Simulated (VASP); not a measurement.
P, 1 atom in the cell. It takes space group P4/mmm (No. 123, tetragonal). The conventional cell has a = 4.337 Å, b = 4.337 Å, c = 4.444 Å, α = 90.00°, β = 90.00°, γ = 90.00°. P (site symmetry 4/mmm) has 6 P at 4.34 to 4.44 Å within 5.7 Å.  This cell differs from its parent crystal: strain +0.015 along x and y, +0.015 along z.

```yaml
Program: VASP 6.6.1
Task: single point
Functional: PBEsol
Dispersion: D3(BJ)
Potentials_or_basis: VASP PAW PBE potentials, release 64 (P)
Cutoff: 520 eV
k_mesh: 12 × 12 × 12
Occupations: gaussian, width 0.15 eV
Spin: no spin polarisation
Dipole_correction: no
Further_INCAR_settings: ALGO = Normal; EDIFF = 1e-06; NBANDS = 8
```

Potentials or basis: VASP PAW PBE potentials, release 64 (P).

Command:

```bash
$ cat potpaw_PBE.64/P/POTCAR > POTCAR
$ mpirun -np 1 vasp_std > vasp.out
```

Hardware: 1 thread of Intel(R) Xeon(R) Platinum 8488C (Sapphire Rapids), with other jobs on the host.

Question: Estimate the wall time of this run.

Answer: Run time: 61 s on 1 thread of Intel(R) Xeon(R) Platinum 8488C (Sapphire Rapids) (shared host), peak memory 0.26 GiB. Counts: scf iterations 12, k points 196.
